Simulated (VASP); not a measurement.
# KCl (Pm-3m) in VASP: further runs

Runs on KCl. Level: PBE. Tasks: single point.

Program: VASP 6.6.1. These are calculated values, not measurements. Logs are shortened: lines on timing, memory, paths and dates and some standing lists are left out, and cuts for length are marked.

## (1) The cell of the first run

It takes space group Pm-3m (No. 221, cubic). The conventional cell has a = 3.835 Å, b = 3.835 Å, c = 3.835 Å, α = 90.00°, β = 90.00°, γ = 90.00°. Within 4.4 Å of K (site symmetry m-3m) lie 8 Cl at 3.32 Å and 6 K at 3.84 Å. Within 4.4 Å of Cl (site symmetry m-3m) lie 8 K at 3.32 Å and 6 Cl at 3.84 Å.

## (2) Single point, PBE

File INCAR:

```
  ALGO = Normal
  EDIFF = 1E-6
  ENCUT = 520
  GGA = PE
  ISIF = 2
  ISMEAR = 0
  LASPH = T
  LCHARG = F
  LREAL = F
  LWAVE = F
  NBANDS = 15
  NELM = 60
  PREC = Accurate
  SIGMA = 0.05
```

File KPOINTS:

```
k-points
0
Gamma
  8 8 8
```

File POSCAR:

```
KCl
1.0
    3.8354199430      0.0000000000      0.0000000000
    0.0000000000      3.8354199430      0.0000000000
    0.0000000000      0.0000000000      3.8354199430
K Cl
1 1
Direct
    0.0000000000      0.0000000000      0.0000000000
    0.5000000000      0.5000000000      0.5000000000
```

Potentials or basis: VASP PAW PBE potentials, release 64 (K_sv, Cl).

The run is started by

```bash
$ cat potpaw_PBE.64/K_sv/POTCAR potpaw_PBE.64/Cl/POTCAR > POTCAR
$ mpirun -np 1 vasp_std > vasp.out
```

OUTCAR:

```text
EDIFF = 1E-6
   ENCUT = 520
   GGA = PE
   ISIF = 2
   ISMEAR = 0
   LASPH = T
   LREAL = F
   NELM = 60
   PREC = Accurate

 ion  position               nearest neighbor table
   1  0.000  0.000  0.000-
   2  0.500  0.500  0.500-

  LATTYP: Found a simple cubic cell.
 ALAT       =     3.8354199430

  Lattice vectors:

 A1 = (   3.8354199430,   0.0000000000,   0.0000000000)
 A2 = (   0.0000000000,   3.8354199430,   0.0000000000)
 A3 = (   0.0000000000,   0.0000000000,   3.8354199430)

Analysis of symmetry for initial positions (statically):
=====================================================================
 Subroutine PRICEL returns:
 Original cell was already a primitive cell.

 Routine SETGRP: Setting up the symmetry group for a
 simple cubic supercell.

 Subroutine GETGRP returns: Found 48 space group operations
[... 9 lines left out ...]

 Routine SETGRP: Setting up the symmetry group for a
 simple cubic supercell.

 Subroutine GETGRP returns: Found 48 space group operations
[... 11 lines left out ...]
                                     Primitive cell

  volume of cell :      56.4207

  direct lattice vectors                    reciprocal lattice vectors
     3.835419943  0.000000000  0.000000000     0.260727643  0.000000000  0.000000000
     0.000000000  3.835419943  0.000000000     0.000000000  0.260727643  0.000000000
     0.000000000  0.000000000  3.835419943     0.000000000  0.000000000  0.260727643

  length of vectors
     3.835419943  3.835419943  3.835419943     0.260727643  0.260727643  0.260727643

  position of ions in fractional coordinates (direct lattice)
     0.000000000  0.000000000  0.000000000
     0.500000000  0.500000000  0.500000000

  ion indices of the primitive-cell ions
   primitive index   ion index
                 1           1
                 2           2

----------------------------------------------------------------------------------------

 KPOINTS: k-points

Automatic generation of k-mesh.
 Grid dimensions read from file:
 generate k-points for:    8    8    8

 Generating k-lattice:

  Cartesian coordinates                     Fractional coordinates (reciprocal lattice)
     0.032590955  0.000000000  0.000000000     0.125000000  0.000000000  0.000000000
     0.000000000  0.032590955  0.000000000     0.000000000  0.125000000  0.000000000
     0.000000000  0.000000000  0.032590955     0.000000000  0.000000000  0.125000000

  Length of vectors
     0.032590955  0.032590955  0.032590955
[... 54 lines left out ...]
   EDIFF  = 0.1E-05   stopping-criterion for ELM
   LREAL  =      F    real-space projection
[... 7 lines left out ...]
   TEBEG  =    0.0;   TEEND  =   0.0 temperature during run
   PSTRESS=    0.0 pullay stress
   NELECT =      16.0000    total number of electrons
   NUPDOWN=      -1.0000    fix difference up-down
   EMIN   =  10.00;   EMAX   =-10.00  energy-range for DOS
   EFERMI =   0.00;   METHOD = LEGACY
   ISMEAR =     0;   SIGMA  =   0.05  broadening in eV -4-tet -1-fermi 0-gaus
   EFERMI_NEDOS =   21; number of points for ismear=-14 and -15
   IALGO  =     38    algorithm
   IMIX   =      4    mixing-type and parameters
     AMIX     =   0.40;   BMIX     =  1.00
     AMIX_MAG =   1.60;   BMIX_MAG =  1.00
  volume/ion in A,a.u.               =      28.21       190.37
  Fermi-wavevector in a.u.,A,eV,Ry     =   1.075561  2.032516 15.739661  1.156832
  Thomas-Fermi vector in A             =   2.211421
   LORBIT       =      0    0 simple, 1 ext, 2 COOP (PROOUT), +10 PAW based schemes
   GGA     = PE    functional components
   LHFCALC =     F    Hartree Fock is set to
   AEXX    =    0.0000 exact exchange contribution
   IVDW    =     0    specifies the selected vdW correction
   LEPSILON=     F    determine dielectric tensor
   LRPA    =     F    only Hartree local field effects (RPA)
 non-spin polarized calculation
 Gauss-broadening in eV      SIGMA  =   0.05
  energy-cutoff  :      520.00
  volume of cell :       56.42
 maximum number of plane-waves:      1568
 NGX is ok and might be reduce to    30
   NGX = 15   NGY = 15   NGZ = 15

 number of electron      16.0000007 magnetization

 Free energy of the ion-electron system (eV)
  ---------------------------------------------------
  ext. energy  EPLUGINS =         0.00000000
  ---------------------------------------------------
  free energy    TOTEN  =        -6.65530961 eV

  energy without entropy =       -6.65530961  energy(sigma->0) =       -6.65530961

 E-fermi :  -0.5241     XC(G=0):  -8.0841

 val. band max:       -0.8185065325   @ k =   0.5000   0.5000   0.0000
 cond. band min:       3.9902718583   @ k =   0.0000   0.0000   0.0000
 fundamental gap:      4.8087783908
 Fermi energy:        -0.5240545522

 k-point     1 :       0.0000    0.0000    0.0000
  band No.  band energies     occupation
      1     -28.8768      2.00000
      2     -13.3905      2.00000
      3     -12.2627      2.00000
      4     -12.2627      2.00000
      5     -12.2627      2.00000
      6      -1.0221      2.00000
      7      -1.0221      2.00000
      8      -1.0221      2.00000
      9       3.9903      0.00000
     10       5.7482      0.00000
     11       5.7482      0.00000
     12       9.8288      0.00000
     13       9.8288      0.00000
     14       9.8288      0.00000
[... 401 lines left out ...]
      2     -13.1923      2.00000
      3     -12.4418      2.00000
      4     -12.4043      2.00000
      5     -12.2464      2.00000
      6      -2.1023      2.00000
      7      -1.9016      2.00000
      8      -1.0701      2.00000
      9       5.8630      0.00000
     10       6.9509      0.00000
     11       8.1215      0.00000
     12       8.2563      0.00000
     13       9.5004      0.00000
     14      10.0028      0.00000
     15      11.3973      0.00000

 [... further k-points ...]

------------------------ aborting loop because EDIFF is reached ----------------------------------------

  FORCE on cell =-STRESS in cart. coord.  units (eV):
  Direction    XX          YY          ZZ          XY          YZ          ZX
  --------------------------------------------------------------------------------------
  -------------------------------------------------------------------------------------
  Total        0.0037194      0.0037194      0.0037194      0.0000000      0.0000000      0.0000000
  in kB        0.1056183      0.1056183      0.1056183      0.0000000      0.0000000      0.0000000
  external PRESSURE =       0.1056183 kB  Pullay stress =       0.0000000 kB

 VOLUME and BASIS-vectors are now :
 -----------------------------------------------------------------------------
  energy-cutoff  :      520.00
  volume of cell :       56.42
      direct lattice vectors                 reciprocal lattice vectors
     3.835419943  0.000000000  0.000000000     0.260727643  0.000000000  0.000000000
     0.000000000  3.835419943  0.000000000     0.000000000  0.260727643  0.000000000
     0.000000000  0.000000000  3.835419943     0.000000000  0.000000000  0.260727643

 POSITION                                       TOTAL-FORCE (eV/Angst)
 -----------------------------------------------------------------------------------
      0.00000      0.00000      0.00000         0.000000      0.000000      0.000000
      1.91771      1.91771      1.91771         0.000000      0.000000      0.000000
 -----------------------------------------------------------------------------------
    total drift:                                0.000000      0.000000     -0.000000

  FREE ENERGIE OF THE ION-ELECTRON SYSTEM (eV)
  ---------------------------------------------------
  free  energy   TOTEN  =        -6.6553096148 eV

  energy  without entropy=       -6.6553096148  energy(sigma->0) =       -6.65530961
```

stdout:

```text
POSCAR found type information on POSCAR K Cl
 POSCAR found :  2 types and       2 ions
 scaLAPACK will be used
 LDA part: xc-table for (Slater+PW92), standard interpolation
 POSCAR, INCAR and KPOINTS ok, starting setup
 FFT: planning ... GRIDC
 FFT: planning ... GRID_SOFT
 FFT: planning ... GRID
 WAVECAR not read
 entering main loop
```

It took 43 s on 1 thread of Intel Xeon 8259CL, shared host; peak memory 0.18 GiB.

What came out:

| Item | Value |
| --- | --- |
| Free energy | -6.6553 eV |
| Pressure | 0.0 GPa |
| Band gap on the k mesh | 4.81 eV, indirect (least direct gap 5.01 eV) |

A k mesh can miss the band edges. PBE gaps usually lie below the measured ones, often by a third to a half.

## (3) Single point, PBE (volume scaled by 1.040)

File INCAR:

```
SYSTEM = KCl
ALGO     = Normal         ! electronic algorithm
EDIFF    = 1E-6           ! SCF threshold, eV
ENCUT    = 520            ! plane-wave cutoff, eV
GGA      = PE             ! functional
ISIF     = 2              ! what is computed and relaxed
ISMEAR   = 0              ! smearing method
LASPH    = .True.         ! aspherical terms in the spheres
LCHARG   = .True.         ! write CHGCAR
LELF     = .True.         ! ELF
LREAL    = .False.        ! projectors in reciprocal space
LVHAR    = .True.       
LWAVE    = .False.        ! write WAVECAR
NBANDS   = 15             ! bands
NELM     = 80             ! most SCF steps
PREC     = Accurate       ! precision mode
SIGMA    = 0.05           ! smearing width, eV
```

File KPOINTS:

```
k-points
0
Gamma
  8 8 8
  0 0 0
```

File POSCAR:

```
KCl
1.0
    3.8858917828      0.0000000000      0.0000000000
    0.0000000000      3.8858917828      0.0000000000
    0.0000000000      0.0000000000      3.8858917828
K Cl
1 1
Direct
    0.0000000000      0.0000000000      0.0000000000
    0.5000000000      0.5000000000      0.5000000000
```

Potentials or basis: VASP PAW PBE potentials, release 64 (K_sv, Cl).

The run is started by

```bash
$ cat potpaw_PBE.64/K_sv/POTCAR potpaw_PBE.64/Cl/POTCAR > POTCAR
$ mpirun -np 1 vasp_std > vasp.out
```

Wall time 44 s (1 thread of Intel Xeon 8259CL, shared host); peak memory 0.18 GiB.

The run converged. Its results:

- Free energy: -6.6513 eV
- Pressure: -0.7 GPa
- Band gap on the k mesh: 4.65 eV, indirect (least direct gap 4.85 eV)

Levels at points of the mesh, in eV from the valence-band top:
```tsv
k point	band 4	band 5	band 6	band 7	band 8	band 9	band 10	band 11	band 12	band 13
(0.00, 0.00, 0.00)	-11.52	-11.52	-0.20	-0.20	-0.20	4.65	6.59	6.59	10.54	10.54
(0.50, 0.00, 0.00)	-11.50	-11.38	-1.66	-0.19	-0.19	7.53	7.88	8.03	10.12	10.35
(0.50, 0.50, 0.00)	-11.72	-11.48	-1.14	-1.14	0.00	6.15	7.23	8.90	8.90	11.04
(0.50, 0.50, 0.50)	-11.68	-11.68	-1.22	-1.22	-1.22	8.69	8.69	8.69	9.72	9.72
```
